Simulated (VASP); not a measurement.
# Cu (Fd-3m) in VASP: further runs, part 2 of 2

VASP 6.6.1.

**4. Single point, PBE**

This run uses another cell than the first one: it holds 2 atoms, not 4.

Contents of INCAR:

```
ALGO = Fast ; EDIFF = 1E-6
ENCUT = 520 ; GGA = PE
ISIF = 2 ; ISMEAR = 0
LASPH = T ; LCHARG = T
LELF = T ; LREAL = F
LVHAR = T ; LWAVE = F
NBANDS = 18 ; NELM = 60
PREC = Accurate ; SIGMA = 0.1
```

Contents of KPOINTS:

```
k-points
0
Gamma
  6 6 6
```

Contents of POSCAR:

```
Cu
1.0
    0.0000000000      2.3559392742      2.3559392742
    2.3559392742      0.0000000000      2.3559392742
    2.3559392742      2.3559392742      0.0000000000
Cu
2
Direct
    0.5000000000      0.5000000000      0.5000000000
    0.7500000000      0.7500000000      0.7500000000
```

Potentials or basis: VASP PAW PBE potentials, release 64 (Cu).

Run with:

```console
$ cat potpaw_PBE.64/Cu/POTCAR > POTCAR
$ mpirun -np 1 vasp_std > vasp.out
```

OUTCAR:

```text
EDIFF = 1E-6
   ENCUT = 520
   GGA = PE
   ISIF = 2
   ISMEAR = 0
   LASPH = T
   LREAL = F
   NELM = 60
   PREC = Accurate

 ion  position               nearest neighbor table
   1  0.500  0.500  0.500-   2 2.04   2 2.04   2 2.04   2 2.04
   2  0.750  0.750  0.750-   1 2.04   1 2.04   1 2.04   1 2.04

  LATTYP: Found a face centered cubic cell.
 ALAT       =     4.7118785484

  Lattice vectors:

 A1 = (   0.0000000000,   2.3559392742,   2.3559392742)
[... 515 lines left out ...]
------------------------ aborting loop because EDIFF is reached ----------------------------------------

  FORCE on cell =-STRESS in cart. coord.  units (eV):
  Direction    XX          YY          ZZ          XY          YZ          ZX
  --------------------------------------------------------------------------------------
  -------------------------------------------------------------------------------------
  Total        8.5959632      8.5959632      8.5959632      0.0000000     -0.0000000      0.0000000
  in kB      526.6024322    526.6024322    526.6024322      0.0000000     -0.0000000      0.0000000
  external PRESSURE =     526.6024322 kB  Pullay stress =       0.0000000 kB

 VOLUME and BASIS-vectors are now :
 -----------------------------------------------------------------------------
  energy-cutoff  :      520.00
  volume of cell :       26.15
      direct lattice vectors                 reciprocal lattice vectors
     0.000000000  2.355939274  2.355939274    -0.212229579  0.212229579  0.212229579
     2.355939274  0.000000000  2.355939274     0.212229579 -0.212229579  0.212229579
     2.355939274  2.355939274  0.000000000     0.212229579  0.212229579 -0.212229579

 POSITION                                       TOTAL-FORCE (eV/Angst)
 -----------------------------------------------------------------------------------
      2.35594      2.35594      2.35594         0.000000      0.000000      0.000000
      3.53391      3.53391      3.53391        -0.000000     -0.000000     -0.000000
 -----------------------------------------------------------------------------------
    total drift:                                0.000000      0.000000      0.000000

  FREE ENERGIE OF THE ION-ELECTRON SYSTEM (eV)
  ---------------------------------------------------
  free  energy   TOTEN  =        -3.9472669385 eV

  energy  without entropy=       -3.9410009761  energy(sigma->0) =       -3.94413396
```

OSZICAR:

```text
N       E                     dE             d eps       ncg     rms          rms(c)
DAV:   1     0.137924247893E+03    0.13792E+03   -0.10613E+04   616   0.216E+03
DAV:   2     0.134632820350E+01   -0.13658E+03   -0.12943E+03   576   0.288E+02
DAV:   3    -0.517038361908E+01   -0.65167E+01   -0.63597E+01   606   0.903E+01
DAV:   4    -0.525281454842E+01   -0.82431E-01   -0.82394E-01   688   0.110E+01
DAV:   5    -0.525431051621E+01   -0.14960E-02   -0.14959E-02   692   0.130E+00    0.975E+00
RMM:   6    -0.443602091723E+01    0.81829E+00   -0.68948E+00   669   0.465E+01    0.454E+00
RMM:   7    -0.397885895145E+01    0.45716E+00   -0.13422E+00   669   0.219E+01    0.160E+00
RMM:   8    -0.394677658531E+01    0.32082E-01   -0.43435E-02   701   0.222E+00    0.175E-01
RMM:   9    -0.394685950314E+01   -0.82918E-04   -0.10416E-02   720   0.168E+00    0.608E-02
RMM:  10    -0.394724143548E+01   -0.38193E-03   -0.31814E-03   713   0.589E-01    0.869E-02
RMM:  11    -0.394724484204E+01   -0.34066E-05   -0.61965E-04   702   0.345E-01    0.230E-02
RMM:  12    -0.394727092090E+01   -0.26079E-04   -0.21130E-04   771   0.134E-01    0.301E-02
RMM:  13    -0.394726355472E+01    0.73662E-05   -0.40960E-05   714   0.109E-01    0.140E-02
RMM:  14    -0.394726641500E+01   -0.28603E-05   -0.11627E-05   641   0.324E-02    0.111E-02
RMM:  15    -0.394726693850E+01   -0.52350E-06   -0.17975E-06   460   0.206E-02
   1 F= -.39472669E+01 E0= -.39441340E+01  d E =-.626596E-02
```

Wall time 9.8 s (1 thread of AMD EPYC 9R45 (Zen 5), shared host); peak memory 0.12 GiB.

Results:

```
Free energy            : -3.9473 eV
Pressure               : 52.7 GPa
Band gap on the k mesh : zero (band 11 reaches 7.25 eV, above the bottom of band 12 at 6.30 eV)
```

Levels at points of the mesh, in eV from the Fermi level:
```
           k point  band 8  band 9  band 10  band 11  band 12  band 13  band 14  band 15
(0.00, 0.00, 0.00)   -2.72   -2.72    -1.54    -1.54    12.87    12.87    12.87    13.30
(0.50, 0.00, 0.00)   -2.32   -2.32    -1.71    -1.71    -0.19     9.13     9.13    12.83
(0.50, 0.50, 0.00)   -3.00   -1.55    -1.55     0.39     0.39     4.18     4.18     9.87
```

Caveat: the k points lie up to 0.38 Å⁻¹ apart.

**5. Single point, PBE**

This run uses another cell than the first one: it holds 2 atoms, not 4.

Contents of INCAR:

```
SYSTEM = Cu
ALGO     = Normal         ! electronic algorithm
EDIFF    = 1E-6           ! SCF threshold, eV
ENCUT    = 520            ! plane-wave cutoff, eV
GGA      = PE             ! functional
ISIF     = 2              ! what is computed and relaxed
ISMEAR   = 0              ! smearing method
LASPH    = .TRUE.         ! aspherical terms in the spheres
LCHARG   = .FALSE.        ! write CHGCAR
LREAL    = .FALSE.        ! projectors in reciprocal space
LWAVE    = .FALSE.        ! write WAVECAR
NBANDS   = 18             ! bands
NELM     = 100            ! most SCF steps
PREC     = Accurate       ! precision mode
SIGMA    = 0.1            ! smearing width, eV
```

Contents of KPOINTS:

```
k-points
0
G
  6 6 6
  0 0 0
```

Contents of POSCAR:

```
Cu
1.0
    0.0000000000      2.6778173917      2.6778173917
    2.6778173917      0.0000000000      2.6778173917
    2.6778173917      2.6778173917      0.0000000000
Cu
2
Direct
    0.5000000000      0.5000000000      0.5000000000
    0.7500000000      0.7500000000      0.7500000000
```

Run with:

```console
$ cat potpaw_PBE.64/Cu/POTCAR > POTCAR
$ mpirun -np 1 vasp_std > vasp.out
```

It took 8.1 s on 1 thread of AMD EPYC 9R45 (Zen 5), shared host; peak memory 0.12 GiB.

The run converged. Its results:

```
Free energy            : -5.3722 eV
Pressure               : 0.2 GPa
Band gap on the k mesh : zero (band 11 reaches 3.22 eV, above the bottom of band 12 at 2.38 eV)
```

Levels at points of the mesh, in eV from the Fermi level:
| k point | band 8 | band 9 | band 10 | band 11 | band 12 | band 13 | band 14 | band 15 |
| --- | --- | --- | --- | --- | --- | --- | --- | --- |
| (0.00, 0.00, 0.00) | -2.00 | -2.00 | -1.36 | -1.36 | 9.57 | 9.57 | 9.57 | 10.48 |
| (0.50, 0.00, 0.00) | -1.79 | -1.58 | -1.44 | -1.44 | -0.53 | 6.92 | 6.92 | 10.97 |
| (0.50, 0.50, 0.00) | -2.17 | -1.35 | -1.35 | 0.07 | 0.07 | 3.62 | 3.62 | 7.72 |

**6. Relaxation of cell and atoms, PBE**

This run uses another cell than the first one: it holds 2 atoms, not 4.

Contents of INCAR:

```
PREC     = Accurate       # precision mode
ENCUT    = 600            # plane-wave cutoff, eV
EDIFF    = 1E-7           # SCF threshold, eV
ISMEAR   = 0              # smearing method
SIGMA    = 0.1            # smearing width, eV
LREAL    = False          # projectors in reciprocal space
LASPH    = True           # aspherical terms in the spheres
NELM     = 100            # most SCF steps
ALGO     = Fast           # electronic algorithm
ISIF     = 3              # what is computed and relaxed
LWAVE    = False          # write WAVECAR
LCHARG   = False          # write CHGCAR
GGA      = PE             # functional
IBRION   = 2              # ionic algorithm
NSW      = 90             # ionic steps
EDIFFG   = -0.04          # ionic threshold
```

Contents of KPOINTS:

```
Automatic mesh
0
Gamma
  6 6 6
```

Contents of POSCAR:

```
Cu
1.0
    0.0000000000      2.3559392742      2.3559392742
    2.3559392742      0.0000000000      2.3559392742
    2.3559392742      2.3559392742      0.0000000000
Cu
2
Direct
    0.5000000000      0.5000000000      0.5000000000
    0.7500000000      0.7500000000      0.7500000000
```

Potentials or basis: VASP PAW PBE potentials, release 64 (Cu).

Run with:

```console
$ cat potpaw_PBE.64/Cu/POTCAR > POTCAR
$ mpirun -np 1 vasp_std > vasp.out
```

OUTCAR:

```text
PREC = Accurate
   ENCUT = 600
   EDIFF = 1E-7
   ISMEAR = 0
   LREAL = False
   LASPH = True
   NELM = 100
   ISIF = 3
   GGA = PE
   IBRION = 2
   NSW = 90
   EDIFFG = -0.04

 ion  position               nearest neighbor table
   1  0.500  0.500  0.500-   2 2.04   2 2.04   2 2.04   2 2.04
   2  0.750  0.750  0.750-   1 2.04   1 2.04   1 2.04   1 2.04

  LATTYP: Found a face centered cubic cell.
 ALAT       =     4.7118785484

  Lattice vectors:

 A1 = (   0.0000000000,   2.3559392742,   2.3559392742)
 A2 = (   2.3559392742,   0.0000000000,   2.3559392742)
 A3 = (   2.3559392742,   2.3559392742,   0.0000000000)

Analysis of symmetry for initial positions (statically):
=====================================================================
 Subroutine PRICEL returns:
 Original cell was already a primitive cell.

 Routine SETGRP: Setting up the symmetry group for a
 face centered cubic supercell.

 Subroutine GETGRP returns: Found 48 space group operations
 (whereof 24 operations were pure point group operations)
 out of a pool of 48 trial point group operations.

The static configuration has the point symmetry T_d .
 The point group associated with its full space group is O_h .

Analysis of symmetry for dynamics (positions and initial velocities):
=====================================================================
 Subroutine PRICEL returns:
 Original cell was already a primitive cell.

 Routine SETGRP: Setting up the symmetry group for a
 face centered cubic supercell.

 Subroutine GETGRP returns: Found 48 space group operations
 (whereof 24 operations were pure point group operations)
 out of a pool of 48 trial point group operations.

The dynamic configuration has the point symmetry T_d .
 The point group associated with its full space group is O_h .

 Subroutine INISYM returns: Found 48 space group operations
 (whereof 24 operations are pure point group operations),
 and found     1 'primitive' translations

----------------------------------------------------------------------------------------

                                     Primitive cell

  volume of cell :      26.1530

  direct lattice vectors                    reciprocal lattice vectors
     0.000000000  2.355939274  2.355939274    -0.212229579  0.212229579  0.212229579
     2.355939274  0.000000000  2.355939274     0.212229579 -0.212229579  0.212229579
[... 98 lines left out ...]
  Fermi-wavevector in a.u.,A,eV,Ry     =   1.545403  2.920387 32.494374  2.388269
  Thomas-Fermi vector in A             =   2.650786
   LORBIT       =      0    0 simple, 1 ext, 2 COOP (PROOUT), +10 PAW based schemes
   GGA     = PE    functional components
   LHFCALC =     F    Hartree Fock is set to
   AEXX    =    0.0000 exact exchange contribution
   IVDW    =     0    specifies the selected vdW correction
   LEPSILON=     F    determine dielectric tensor
   LRPA    =     F    only Hartree local field effects (RPA)
 conjugate gradient relaxation of ions
 non-spin polarized calculation
 RMM-DIIS sequential band-by-band and
 Gauss-broadening in eV      SIGMA  =   0.10
  energy-cutoff  :      600.00
  volume of cell :       26.15
 maximum number of plane-waves:       893
 NGX is ok and might be reduce to    28

--------------------------------------- Ionic step        1  -------------------------------------------

 number of electron      22.0000012 magnetization

 Free energy of the ion-electron system (eV)
  ---------------------------------------------------
  ext. energy  EPLUGINS =         0.00000000
  ---------------------------------------------------
  free energy    TOTEN  =        -3.94752303 eV

  energy without entropy =       -3.94125718  energy(sigma->0) =       -3.94439011

 E-fermi :   6.4915     XC(G=0): -11.8671

 val. band max:        6.2992958637   @ k =   0.5000   0.0000   0.0000
 cond. band min:       6.4987573257   @ k =  -0.3333   0.3333   0.1667
 fundamental gap:      0.1994614620
 Fermi energy:         6.4914678327

 k-point     1 :       0.0000    0.0000    0.0000
  band No.  band energies     occupation
      1      -2.0935      2.00000
      2       1.9139      2.00000
      3       1.9139      2.00000
      4       2.0042      2.00000
      5       2.0042      2.00000
      6       2.0042      2.00000
      7       3.7687      2.00000
      8       3.7687      2.00000
      9       3.7687      2.00000
     10       4.9559      2.00000
     11       4.9559      2.00000
     12      19.3634      0.00000
     13      19.3654      0.00000
     14      19.3666      0.00000
[... 412 lines left out ...]
--------------------------------------- Ionic step        5  -------------------------------------------

 number of electron      21.9999994 magnetization

 Free energy of the ion-electron system (eV)
  ---------------------------------------------------
  ext. energy  EPLUGINS =         0.00000000
  ---------------------------------------------------
  free energy    TOTEN  =        -5.36316674 eV

  energy without entropy =       -5.35342695  energy(sigma->0) =       -5.35829684

 E-fermi :   2.8677     XC(G=0):  -9.8225

 val. band max:        2.5429486827   @ k =  -0.3333   0.3333   0.1667
 cond. band min:       2.9097653814   @ k =  -0.3333   0.3333   0.1667
 fundamental gap:      0.3668166986
 Fermi energy:         2.8676919625

 k-point     1 :       0.0000    0.0000    0.0000
  band No.  band energies     occupation
      1      -3.4944      2.00000
      2      -0.1987      2.00000
      3      -0.1987      2.00000
      4      -0.1987      2.00000
      5      -0.1785      2.00000
      6      -0.1785      2.00000
      7       0.8784      2.00000
      8       0.8784      2.00000
      9       0.8784      2.00000
     10       1.5082      2.00000
     11       1.5082      2.00000
     12      12.3982      0.00000
     13      12.3982      0.00000
     14      12.3982      0.00000
[... 298 lines left out ...]
  FREE ENERGIE OF THE ION-ELECTRON SYSTEM (eV)
  ---------------------------------------------------
  free  energy   TOTEN  =        -5.3631667362 eV

  energy  without entropy=       -5.3534269521  energy(sigma->0) =       -5.35829684

 reached required accuracy - stopping structural energy minimisation
```

Wall time 49 s (1 thread of AMD EPYC 9R45 (Zen 5), shared host); peak memory 0.12 GiB.

What came out:

```
Free energy                            : -5.3632 eV
Relaxed volume                         : 19.31 Å³/atom
Relaxed cell                           : a = 3.794 Å, b = 3.794 Å, c = 3.794 Å, α = 60.00°, β = 60.00°, γ = 60.00°
Space group after relaxing (to 0.05 Å) : Fd-3m (No. 227)
Energy gained by relaxing              : 707.8 meV/atom
Ionic steps                            : 5
Pressure after relaxing                : -0.3 GPa
Band gap on the k mesh                 : zero (band 11 reaches 3.17 eV, above the bottom of band 12 at 2.33 eV)
```

Step by step:
```csv
step,energy change (eV),largest force (eV/Å),pressure (GPa),volume (Å³)
1,0.0000,0.0000,53.19,26.15
2,-1.2292,0.0000,-6.52,46.27
3,-1.2510,0.0000,1.43,37.95
4,-1.4138,0.0000,-1.07,39.15
5,-1.4156,0.0000,-0.29,38.63
```

Final structure:
```yaml
crystal:
  lattice:
    - [0.00000, 2.68296, 2.68296]
    - [2.68296, 0.00000, 2.68296]
    - [2.68296, 2.68296, 0.00000]
  atoms:
    - { symbol: Cu, position: [0.50000, 0.50000, 0.50000] }
    - { symbol: Cu, position: [0.75000, 0.75000, 0.75000] }
```

Caveat: the k points lie up to 0.34 Å⁻¹ apart in the final cell; the volume moved by over 15 % at a fixed basis, so the end points are rough.

**7. Single point, PBE**

This run uses another cell than the first one: it holds 2 atoms, not 4.

Contents of INCAR:

```
SYSTEM = Cu
  PREC = Accurate
  ENCUT = 520
  EDIFF = 1E-6
  ISMEAR = 0
  SIGMA = 0.1
  LREAL = .FALSE.
  LASPH = .TRUE.
  NELM = 100
  ALGO = Normal
  ISIF = 2
  LWAVE = .FALSE.
  LCHARG = .TRUE.
  GGA = PE
  LELF = .TRUE.
  LVHAR = .TRUE.
  NBANDS = 18
```

Contents of KPOINTS:

```
Automatic mesh
0
G
  18 18 18
  0 0 0
```

Contents of POSCAR:

```
Cu
1.0
    0.0000000000      2.6757188199      2.6757188199
    2.6757188199      0.0000000000      2.6757188199
    2.6757188199      2.6757188199      0.0000000000
Cu
2
Direct
    0.0000000000      0.0000000000      0.0000000000
    0.2500000000      0.2500000000      0.2500000000
```

Run with:

```console
$ cat potpaw_PBE.64/Cu/POTCAR > POTCAR
$ mpirun -np 1 vasp_std > vasp.out
```

Wall time 68 s (1 thread of AMD EPYC 9R45 (Zen 5), shared host); peak memory 0.2 GiB.

Results (log left out):

```
Free energy            : -5.4031 eV
Pressure               : 0.0 GPa
Band gap on the k mesh : zero (band 11 reaches 3.36 eV, above the bottom of band 12 at 2.39 eV)
```

Levels at points of the mesh, in eV from the Fermi level:
| k point | band 7 | band 8 | band 9 | band 10 | band 11 | band 12 | band 13 | band 14 | band 15 | band 16 |
| --- | --- | --- | --- | --- | --- | --- | --- | --- | --- | --- |
| (0.00, 0.00, 0.00) | -1.84 | -1.84 | -1.84 | -1.20 | -1.20 | 9.75 | 9.75 | 9.75 | 10.66 | 10.66 |
| (0.50, 0.00, 0.00) | -1.64 | -1.64 | -1.43 | -1.29 | -1.29 | -0.37 | 7.09 | 7.09 | 11.16 | 11.17 |
| (0.50, 0.50, 0.00) | -2.01 | -2.01 | -1.20 | -1.20 | 0.23 | 0.23 | 3.78 | 3.78 | 7.88 | 7.88 |

**8. Overview**

```tsv
task	cell	k mesh	cutoff (eV)	gap on the mesh (eV)	pressure (GPa)	relaxed volume (Å³/atom)
single point	a = 4.842 Å, angles 60.0°, 4 atoms	12 × 12 × 12	520	none	0.3	-
relaxation of cell and atoms	relaxed from a = 4.842 Å, angles 60.0°, 4 atoms	12 × 12 × 12	600	none	0.1	20.16
single point	a = 3.332 Å, angles 60.0°, 2 atoms	6 × 6 × 6	520	none	52.7	-
single point	a = 3.787 Å, angles 60.0°, 2 atoms	6 × 6 × 6	520	none	0.2	-
relaxation of cell and atoms	relaxed from a = 3.332 Å, angles 60.0°, 2 atoms	6 × 6 × 6	600	none	-0.3	19.31
single point	a = 3.784 Å, angles 60.0°, 2 atoms	18 × 18 × 18	520	none	0.0	-
```

Alike in all rows: level PBE; potentials or basis VASP PAW PBE potentials, release 64 (Cu); no spin polarisation; smearing gaussian 0.1 eV.

Caveats: some runs use coarse meshes; the volume moved by over 15 % at a fixed basis, so the end points are rough (some runs).

Total energies depend on the potentials used, so only differences within one code and one set of settings carry meaning.
